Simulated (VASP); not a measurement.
Wanted: the native input for a VASP 6.6.1 run.

```yaml
Task: single point
Functional: PBE
Potentials_or_basis: VASP PAW PBE potentials, release 64 (Pt, C, O)
Cutoff: 520 eV
k_mesh: 6 × 6 × 1
Occupations: gaussian, width 0.1 eV
Spin: no spin polarisation
Dipole_correction: yes
Further_INCAR_settings: LREAL = Auto; ALGO = Fast; EDIFF = 1e-06; NBANDS = 100
```

The structure of Pt16CO lies in POSCAR:

```
Pt16CO
1.0
    5.5493740188      0.0000000000      0.0000000000
    2.7746870094      4.8058988753      0.0000000000
    0.0000000000      0.0000000000     24.7965673689
Pt C O
16 1 1
Direct
    0.0000000000      0.0000000000      0.3629534631
    0.5000000000      0.0000000000      0.3629534631
    0.0000000000      0.5000000000      0.3629534631
    0.5000000000      0.5000000000      0.3629534631
    0.1666666667      0.1666666667      0.4543178210
    0.6666666667      0.1666666667      0.4543178210
    0.1666666667      0.6666666667      0.4543178210
    0.6666666667      0.6666666667      0.4543178210
   -0.1650556446      0.3325278223      0.5474706602
    0.3325278223      0.3325278223      0.5474706602
   -0.1666666667      0.8333333333      0.5493160231
    0.3325278223      0.8349443554      0.5474706602
   -0.0022035732     -0.0022035732      0.6457893373
    0.5044071464     -0.0022035732      0.6457893373
   -0.0022035732      0.5044071464      0.6457893373
    0.5000000000      0.5000000000      0.6394596517
    0.1666666667      0.1666666667      0.7003079350
    0.1666666667      0.1666666667      0.7480944979
```

These files were run (other wordings do the same):

INCAR

```
SYSTEM = Pt16CO
  ALGO = Fast
  DIPOL = 0.5 0.5 0.527
  EDIFF = 1E-6
  ENCUT = 520
  GGA = PE
  IDIPOL = 3
  ISIF = 2
  ISMEAR = 0
  LASPH = .True.
  LCHARG = .False.
  LDIPOL = .True.
  LREAL = Auto
  LWAVE = .False.
  NBANDS = 100
  NELM = 100
  PREC = Accurate
  SIGMA = 0.1
```

KPOINTS

```
k-points
0
Gamma
  6 6 1
  0 0 0
```

Potentials or basis: VASP PAW PBE potentials, release 64 (Pt, C, O).

The run is started by

```sh
$ cat potpaw_PBE.64/Pt/POTCAR potpaw_PBE.64/C/POTCAR potpaw_PBE.64/O/POTCAR > POTCAR
$ mpirun -np 1 vasp_std > vasp.out
```

Results of the run:

```json
{"Largest force": "0.641 eV/Å", "Band gap on the k mesh": "zero (bands 85 and 86 overlap by 0.77 eV)"}
```

Caveat: spin-orbit coupling is left out, which moves the levels of the heavy elements.

It took 14 min on 1 thread of AMD EPYC 9R45 (Zen 5), with other jobs on the host, peak memory 0.86 GiB.
